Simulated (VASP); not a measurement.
Wanted: the native input for a VASP 6.6.1 run.

| Quantity | Value |
| --- | --- |
| Task | relaxation of cell and atoms |
| Functional | PBE |
| Potentials or basis | VASP PAW PBE potentials, release 64 (Li_sv, Tm_3, Ge_d), 4f in core |
| Cutoff | 750 eV |
| k mesh | 4 × 4 × 3 |
| Occupations | gaussian, width 0.2 eV |
| Spin | no spin polarisation |
| Dipole correction | no |
| Mended | yes |
| Further INCAR settings | ALGO = Normal; EDIFF = 1e-07; IBRION = 2; EDIFFG = -0.08; NSW = 36; ISIF = 3 |

The structure of Li4TmGe lies in POSCAR:

```
Li4TmGe
1.0
    4.3289355700      0.0000000000      0.0000000000
   -2.1644677800      3.7489681700      0.0000000000
    0.0000000000      0.0000000000      6.7107873500
Li Tm Ge
4 1 1
Direct
    0.3333333300      0.6666666700      0.6793151800
    0.3333333300      0.6666666700      0.3206848200
    0.6666666700      0.3333333300      0.3206848200
    0.6666666700      0.3333333300      0.6793151800
    0.0000000000      0.0000000000      0.0000000000
    0.0000000000      0.0000000000      0.5000000000
```

The cell was built from a structure type or drawn by symmetry, and may not be a known phase.

These files were run (other wordings do the same):

INCAR

```
  ALGO = Normal
  EDIFF = 1E-7
  EDIFFG = -0.08
  ENCUT = 750
  GGA = PE
  GGA_COMPAT = False
  IBRION = 2
  ISIF = 3
  ISMEAR = 0
  LASPH = True
  LCHARG = False
  LMAXMIX = 6
  LREAL = False
  LWAVE = False
  NELM = 200
  NELMIN = 4
  NSW = 36
  PREC = Accurate
  SIGMA = 0.2
```

KPOINTS

```
k-points
0
Gamma
  4 4 3
```

Potentials or basis: VASP PAW PBE potentials, release 64 (Li_sv, Tm_3, Ge_d), 4f in core.

Command:

```console
$ cat potpaw_PBE.64/Li_sv/POTCAR potpaw_PBE.64/Tm_3/POTCAR potpaw_PBE.64/Ge_d/POTCAR > POTCAR
$ mpirun -np 1 vasp_std > vasp.out
```

Results of the run:

The relaxed volume is 18.31 Å³/atom, the relaxed cell is a = 4.590 Å, b = 4.590 Å, c = 6.020 Å, α = 90.00°, β = 90.00°, γ = 120.00° and the space group after relaxing (to 0.1 Å) is P6/mmm (No. 191). The energy gained by relaxing is 50.5 meV/atom and the ionic steps are 7. The pressure after relaxing is -0.4 GPa. The largest force after relaxing is 0.060 eV/Å and the band gap on the k mesh is zero (an odd number of electrons rules out a gap without spin polarisation).

Caveat: the k points lie up to 0.40 Å⁻¹ apart in the final cell, too coarse for converged energies and pressures of a metal; spin-orbit coupling is left out, which moves the levels of the heavy elements; the 4f electrons are frozen in the core, so they carry no moment and show no levels; the relaxation stopped at a loose force limit of 0.08 eV/Å, so its end isn't a converged minimum.

Run time: 2.4 min on 1 thread of Intel(R) Xeon(R) 6975P-C (Granite Rapids), with other jobs on the host, peak memory 0.32 GiB.
